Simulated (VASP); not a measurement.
Set up this calculation in VASP 6.6.1, as the native input.

| Property | Result |
| --- | --- |
| Task | single point |
| Functional | PBEsol |
| Potentials or basis | VASP PAW PBE potentials, release 64 (Cs_sv) |
| Cutoff | 500 eV |
| k mesh | 4 × 4 × 4 |
| Occupations | methfessel-paxton, width 0.05 eV |
| Spin | no spin polarisation |
| Dipole correction | no |
| Further INCAR settings | ALGO = Normal; EDIFF = 1e-06; NBANDS = 10 |

The structure of Cs lies in POSCAR:

```
Cs
1.0
    0.0000000000      2.2798713435      2.2798713435
    2.2798713435      0.0000000000      2.2798713435
    2.2798713435      2.2798713435      0.0000000000
Cs
1
Direct
    0.0000000000      0.0000000000      0.0000000000
```

This isn't the form of Cs at room conditions, which is bcc.

The input as run:

INCAR

```
SYSTEM = Cs
PREC = Accurate
ENCUT = 500
EDIFF = 1E-6
ISMEAR = 1
SIGMA = 0.05
LREAL = .FALSE.
LASPH = .TRUE.
NELM = 120
ALGO = Normal
ISIF = 2
LWAVE = .FALSE.
LCHARG = .TRUE.
GGA = PS
LELF = .TRUE.
LVHAR = .TRUE.
NBANDS = 10
GGA_COMPAT = .FALSE.
```

KPOINTS

```
regular mesh
0
G
  4 4 4
  0 0 0
```

Potentials or basis: VASP PAW PBE potentials, release 64 (Cs_sv).

Run with:

```bash
$ cat potpaw_PBE.64/Cs_sv/POTCAR > POTCAR
$ mpirun -np 1 vasp_std > vasp.out
```

It gave:

```json
{
 "Pressure": "33.9 GPa",
 "Band gap on the k mesh": "zero (an odd number of electrons rules out a gap without spin polarisation)"
}
```

Caveat: the k points lie up to 0.60 Å⁻¹ apart, too coarse for converged energies and pressures of a metal; the PAW data sets were made with another functional, which shifts forces and pressure a little; spin-orbit coupling is left out, which moves the levels of the heavy elements.

It took 3.8 s on 1 thread of Intel(R) Xeon(R) Platinum 8488C (Sapphire Rapids), with other jobs on the host, peak memory 0.13 GiB.
